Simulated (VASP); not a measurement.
The system is Mo.

```
Mo
1.0
    -1.61583    1.61583    1.61583
     1.61583   -1.61583    1.61583
     1.61583    1.61583   -1.61583
Mo
1
Direct
  0.00000 0.00000 0.00000
```

| Property | Result |
| --- | --- |
| Program | VASP 6.6.1 |
| Task | relaxation of cell and atoms |
| Functional | PBE |
| Potentials or basis | VASP PAW PBE potentials, release 64 (Mo_sv) |
| Cutoff | 500 eV |
| k mesh | 8 × 8 × 8, shifted |
| Occupations | fermi-dirac, width 0.1 eV |
| Spin | no spin polarisation |

At the start: pressure -14.4 GPa; volume 16.88 Å³/atom.

**Question.** How do energy, volume and symmetry change on relaxing?

**Answer.** Over 7 steps the energy falls by 49.5 meV/atom and the volume is 15.83 Å³/atom (-6.2 %); space group Im-3m (No. 229, to 0.05 Å).

The path:
```tsv
step	energy change (eV)	largest force (eV/Å)	pressure (GPa)	volume (Å³)
1	0.0000	0.0000	-14.38	16.88
2	0.3374	0.0000	59.82	13.44
3	-0.0493	0.0000	-1.00	15.90
4	-0.0495	0.0000	-0.19	15.84
5	-0.0495	0.0000	0.13	15.82
6	-0.0495	0.0000	-0.29	15.85
7	-0.0495	0.0000	0.01	15.83
```

Final structure:
```
Mo
1.0
    -1.58184    1.58184    1.58184
     1.58184   -1.58184    1.58184
     1.58184    1.58184   -1.58184
Mo
1
Direct
  0.00000 0.00000 0.00000
```
